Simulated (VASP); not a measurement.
# AlNi (NiAs type) (P6_3/mmc) in VASP: a series of runs

AlNi (NiAs type) is run at these levels: PBE; tasks: single point, relaxation of cell and atoms.

Everything below comes from runs of VASP 6.6.1. Logs are shortened: lines on timing, memory, paths and dates and some standing lists are left out, and cuts for length are marked.

## 1. The cell of the first run

It takes space group P6_3/mmc (No. 194, hexagonal). The conventional cell has a = 3.608 Å, b = 3.608 Å, c = 5.042 Å, α = 90.00°, β = 90.00°, γ = 120.00°. Within 3.2 Å of Ni (site symmetry -3m) lie 6 Al at 2.43 Å and 2 Ni at 2.52 Å. Al (site symmetry -6m2) has 6 Ni at 2.43 Å within 3.2 Å.

## 2. Single point, PBE

Input file INCAR:

```
SYSTEM = AlNi
PREC = Accurate ; ENCUT = 520
EDIFF = 1E-6 ; ISMEAR = -1
SIGMA = 0.08 ; LREAL = .FALSE.
LASPH = .TRUE. ; NELM = 80
ALGO = Normal ; ISIF = 2
LWAVE = .FALSE. ; LCHARG = .FALSE.
GGA = PE ; NBANDS = 21
```

Input file KPOINTS:

```
regular mesh
0
G
  10 10 6
  0 0 0
```

Input file POSCAR:

```
AlNi
1.0
    3.6078988693      0.0000000000      0.0000000000
   -1.8039494347      3.1245320750      0.0000000000
    0.0000000000      0.0000000000      5.0415158563
Ni Al
2 2
Direct
    0.0000000000      0.0000000000      0.0000000000
    0.0000000000      0.0000000000      0.5000000000
    0.3333333333      0.6666666667      0.2500000000
    0.6666666667      0.3333333333      0.7500000000
```

Potentials or basis: VASP PAW PBE potentials, release 64 (Ni, Al).

On the command line:

```
> cat potpaw_PBE.64/Ni/POTCAR potpaw_PBE.64/Al/POTCAR > POTCAR
> mpirun -np 1 vasp_std > vasp.out
```

OUTCAR:

```text
SYSTEM = AlNi
   PREC = Accurate
   ENCUT = 520
   EDIFF = 1E-6
   ISMEAR = -1
   LREAL = .FALSE.
   LASPH = .TRUE.
   NELM = 80
   ISIF = 2
   GGA = PE

 ion  position               nearest neighbor table
   1  0.000  0.000  0.000-   3 2.43   4 2.43   3 2.43   4 2.43   4 2.43   3 2.43   2 2.52   2 2.52

   2  0.000  0.000  0.500-   3 2.43   4 2.43   3 2.43   4 2.43   4 2.43   3 2.43   1 2.52   1 2.52

   3  0.333  0.667  0.250-   1 2.43   2 2.43   1 2.43   2 2.43   1 2.43   2 2.43   4 3.27   4 3.27
                             4 3.27   4 3.27   4 3.27   4 3.27
   4  0.667  0.333  0.750-   1 2.43   2 2.43   1 2.43   2 2.43   1 2.43   2 2.43   3 3.27   3 3.27
                             3 3.27   3 3.27   3 3.27   3 3.27

  LATTYP: Found a hexagonal cell.
 ALAT       =     3.6078988693
 C/A-ratio  =     1.3973550920

  Lattice vectors:

 A1 = (   3.6078988693,   0.0000000000,   0.0000000000)
 A2 = (  -1.8039494347,   3.1245320750,   0.0000000000)
 A3 = (   0.0000000000,   0.0000000000,   5.0415158563)

Analysis of symmetry for initial positions (statically):
=====================================================================
 Subroutine PRICEL returns:
 Original cell was already a primitive cell.

 Routine SETGRP: Setting up the symmetry group for a
 hexagonal supercell.

 Subroutine GETGRP returns: Found 24 space group operations
 (whereof 12 operations were pure point group operations)
 out of a pool of 24 trial point group operations.

The static configuration has the point symmetry D_3d.
 The point group associated with its full space group is D_6h.

Analysis of symmetry for dynamics (positions and initial velocities):
=====================================================================
 Subroutine PRICEL returns:
 Original cell was already a primitive cell.

 Routine SETGRP: Setting up the symmetry group for a
 hexagonal supercell.

 Subroutine GETGRP returns: Found 24 space group operations
 (whereof 12 operations were pure point group operations)
 out of a pool of 24 trial point group operations.

The dynamic configuration has the point symmetry D_3d.
 The point group associated with its full space group is D_6h.

 Subroutine INISYM returns: Found 24 space group operations
 (whereof 12 operations are pure point group operations),
 and found     1 'primitive' translations

----------------------------------------------------------------------------------------

                                     Primitive cell

  volume of cell :      56.8330

  direct lattice vectors                    reciprocal lattice vectors
     3.607898869  0.000000000  0.000000000     0.277169631  0.160023961  0.000000000
    -1.803949435  3.124532075  0.000000000     0.000000000  0.320047923  0.000000000
     0.000000000  0.000000000  5.041515856     0.000000000  0.000000000  0.198353041

  length of vectors
     3.607898869  3.607898869  5.041515856     0.320047923  0.320047923  0.198353041

  position of ions in fractional coordinates (direct lattice)
     0.000000000  0.000000000  0.000000000
     0.000000000  0.000000000  0.500000000
     0.333333333  0.666666667  0.250000000
     0.666666667  0.333333333  0.750000000

  ion indices of the primitive-cell ions
   primitive index   ion index
                 1           1
                 2           2
                 3           3
                 4           4

----------------------------------------------------------------------------------------

 KPOINTS: regular mesh

Automatic generation of k-mesh.
 Grid dimensions read from file:
 generate k-points for:   10   10    6

 Generating k-lattice:

  Cartesian coordinates                     Fractional coordinates (reciprocal lattice)
     0.027716963  0.016002396  0.000000000     0.100000000 -0.000000000  0.000000000
     0.000000000  0.032004792  0.000000000     0.000000000  0.100000000  0.000000000
     0.000000000  0.000000000  0.033058840     0.000000000  0.000000000  0.166666667

  Length of vectors
     0.032004792  0.032004792  0.033058840

  Shift w.r.t. Gamma in fractional coordinates (k-lattice)
     0.000000000  0.000000000  0.000000000

 Subroutine IBZKPT returns following result:
 ===========================================

 Found     56 irreducible k-points:

 Following reciprocal coordinates:
            Coordinates               Weight
  0.000000  0.000000  0.000000      1.000000
  0.100000  0.000000  0.000000      6.000000
  0.200000  0.000000  0.000000      6.000000
  0.300000  0.000000  0.000000      6.000000
  0.400000 -0.000000  0.000000      6.000000
  0.500000  0.000000  0.000000      3.000000
[... 16 lines left out ...]
  0.300000  0.100000  0.166667     24.000000
  0.400000  0.100000  0.166667     24.000000
 [... further k-points ...]
   k-points           NKPTS =     56   k-points in BZ     NKDIM =     56   number of bands    NBANDS=     21
   number of dos      NEDOS =    301   number of ions     NIONS =      4
   total plane-waves  NPLWV =  31360
   dimension x,y,z NGX =    28 NGY =   28 NGZ =   40
   dimension x,y,z NGXF=    56 NGYF=   56 NGZF=   80
   ions per type =               2   2
   NGX,Y,Z   is equivalent  to a cutoff of  12.90, 12.90, 13.19 a.u.
   NGXF,Y,Z  is equivalent  to a cutoff of  25.80, 25.80, 26.38 a.u.
 SYSTEM =  AlNi
   PREC   = accura    normal or accurate (medium, high low for compatibility)
   ISTART =      0    job   : 0-new  1-cont  2-samecut
   ICHARG =      2    charge: 1-file 2-atom 10-const
   ISPIN  =      1    spin polarized calculation?
   LNONCOLLINEAR =      F non collinear calculations
   LSORBIT =      F    spin-orbit coupling
   LASPH  =      T    aspherical Exc in radial PAW
   ENCUT  =  520.0 eV  38.22 Ry    6.18 a.u.   6.71  6.71  9.37*2*pi/ulx,y,z
   NELM   =     80;   NELMIN=  2; NELMDL= -5     # of ELM steps
   EDIFF  = 0.1E-05   stopping-criterion for ELM
   LREAL  =      F    real-space projection
   EDIFFG = 0.1E-04   stopping-criterion for IOM
   NSW    =      0    number of steps for IOM
   IBRION =     -1    ionic relax: 0-MD 1-quasi-New 2-CG
   NFREE  =      0    steps in history (QN), initial steepest desc. (CG)
   ISIF   =      2    stress and relaxation
   ISYM   =      2    0-nonsym 1-usesym 2-fastsym
   POTIM  = 0.5000    time-step for ionic-motion
   TEBEG  =    0.0;   TEEND  =   0.0 temperature during run
   PSTRESS=    0.0 pullay stress
   NELECT =      26.0000    total number of electrons
   NUPDOWN=      -1.0000    fix difference up-down
   EMIN   =  10.00;   EMAX   =-10.00  energy-range for DOS
   EFERMI =   0.00;   METHOD = LEGACY
   ISMEAR =    -1;   SIGMA  =   0.08  broadening in eV -4-tet -1-fermi 0-gaus
   EFERMI_NEDOS =   21; number of points for ismear=-14 and -15
   IALGO  =     38    algorithm
   IMIX   =      4    mixing-type and parameters
     AMIX     =   0.40;   BMIX     =  1.00
     AMIX_MAG =   1.60;   BMIX_MAG =  1.00
  volume/ion in A,a.u.               =      14.21        95.88
  Fermi-wavevector in a.u.,A,eV,Ry     =   1.261438  2.383771 21.649929  1.591225
  Thomas-Fermi vector in A             =   2.394897
   LORBIT       =      0    0 simple, 1 ext, 2 COOP (PROOUT), +10 PAW based schemes
   GGA     = PE    functional components
   LHFCALC =     F    Hartree Fock is set to
   AEXX    =    0.0000 exact exchange contribution
   IVDW    =     0    specifies the selected vdW correction
   LEPSILON=     F    determine dielectric tensor
   LRPA    =     F    only Hartree local field effects (RPA)
 non-spin polarized calculation
  energy-cutoff  :      520.00
  volume of cell :       56.83
 maximum number of plane-waves:      1561
 NGX is ok and might be reduce to    28
   NGX = 13   NGY = 13   NGZ = 19

 number of electron      25.9999998 magnetization

 Free energy of the ion-electron system (eV)
  ---------------------------------------------------
  ext. energy  EPLUGINS =         0.00000000
  ---------------------------------------------------
  free energy    TOTEN  =       -19.76554560 eV

  energy without entropy =      -19.73346117  energy(sigma->0) =      -19.74950338

 E-fermi :   7.5871     XC(G=0): -11.1284

 val. band max:        7.5069895348   @ k =   0.4000   0.2000   0.0000
 cond. band min:       7.6187697703   @ k =   0.2000   0.2000   0.3333
 fundamental gap:      0.1117802355
 Fermi energy:         7.5870564893

 k-point     1 :       0.0000    0.0000    0.0000
  band No.  band energies     occupation
      1      -1.9941      2.00000
      2       3.0719      2.00000
      3       3.7421      2.00000
      4       4.6543      2.00000
      5       4.7697      2.00000
      6       4.7697      2.00000
[... 13 lines left out ...]
     20      17.2504      0.00000
     21      17.2504      0.00000

 k-point     2 :       0.1000    0.0000    0.0000
  band No.  band energies     occupation
      1      -1.8388      2.00000
      2       3.2171      2.00000
      3       3.6911      2.00000
      4       4.6473      2.00000
      5       4.7834      2.00000
      6       4.8602      2.00000
[... 13 lines left out ...]
     20      16.6713      0.00000
     21      17.2199      0.00000

 k-point     3 :       0.2000    0.0000    0.0000
  band No.  band energies     occupation
      1      -1.3770      2.00000
      2       3.5861      2.00000
      3       3.6390      2.00000
      4       4.5984      2.00000
      5       4.8004      2.00000
      6       4.8151      2.00000
[... 13 lines left out ...]
     20      16.0106      0.00000
     21      17.3811      0.00000
[... 457 lines left out ...]
 k-point    23 :       0.3000    0.1000    0.1667
  band No.  band energies     occupation
      1       0.1229      2.00000
      2       3.0357      2.00000
      3       3.8839      2.00000
      4       4.5089      2.00000
      5       4.7297      2.00000
      6       4.8571      2.00000
[... 13 lines left out ...]
     20      15.8991      0.00000
     21      16.8945      0.00000

 k-point    24 :       0.4000    0.1000    0.1667
  band No.  band energies     occupation
      1       1.2275      2.00000
      2       2.4682      2.00000
      3       3.5966      2.00000
      4       4.5478      2.00000
      5       4.6360      2.00000
      6       4.9078      2.00000
[... 13 lines left out ...]
     20      15.5926      0.00000
     21      16.8935      0.00000

 [... further k-points ...]
[... 5 lines left out ...]
  --------------------------------------------------------------------------------------
  -------------------------------------------------------------------------------------
  Total       -0.0479493     -0.0479493      0.0142860      0.0000000      0.0000000      0.0000000
  in kB       -1.3517377     -1.3517377      0.4027362      0.0000000      0.0000000      0.0000000
  external PRESSURE =      -0.7669131 kB  Pullay stress =       0.0000000 kB

 VOLUME and BASIS-vectors are now :
 -----------------------------------------------------------------------------
  energy-cutoff  :      520.00
  volume of cell :       56.83
      direct lattice vectors                 reciprocal lattice vectors
     3.607898869  0.000000000  0.000000000     0.277169631  0.160023961  0.000000000
    -1.803949435  3.124532075  0.000000000     0.000000000  0.320047923  0.000000000
     0.000000000  0.000000000  5.041515856     0.000000000  0.000000000  0.198353041

 POSITION                                       TOTAL-FORCE (eV/Angst)
 -----------------------------------------------------------------------------------
      0.00000      0.00000      0.00000         0.000000      0.000000      0.000000
      0.00000      0.00000      2.52076         0.000000      0.000000      0.000000
     -0.00000      2.08302      1.26038        -0.000000      0.000000      0.000000
      1.80395      1.04151      3.78114         0.000000      0.000000     -0.000000
 -----------------------------------------------------------------------------------
    total drift:                               -0.000000      0.000000     -0.000000

  FREE ENERGIE OF THE ION-ELECTRON SYSTEM (eV)
  ---------------------------------------------------
  free  energy   TOTEN  =       -19.7655455968 eV

  energy  without entropy=      -19.7334611706  energy(sigma->0) =      -19.74950338
```

Run time: 56 s. Hardware: 1 thread of Intel Xeon 6975P-C, shared host; peak memory 0.21 GiB.

What came out:

```
Free energy            : -19.7655 eV
Pressure               : -0.1 GPa
Band gap on the k mesh : zero (band 13 reaches 11.93 eV, above the bottom of band 14 at 6.42 eV)
```

Stress tensor (GPa, compression positive):
```
-0.14  0.00  0.00
 0.00 -0.14  0.00
 0.00  0.00  0.04
```

Spin polarisation is off, so any magnetic state and its effect on volume and gap are missing.

(Part 1 of 2 ends here.)
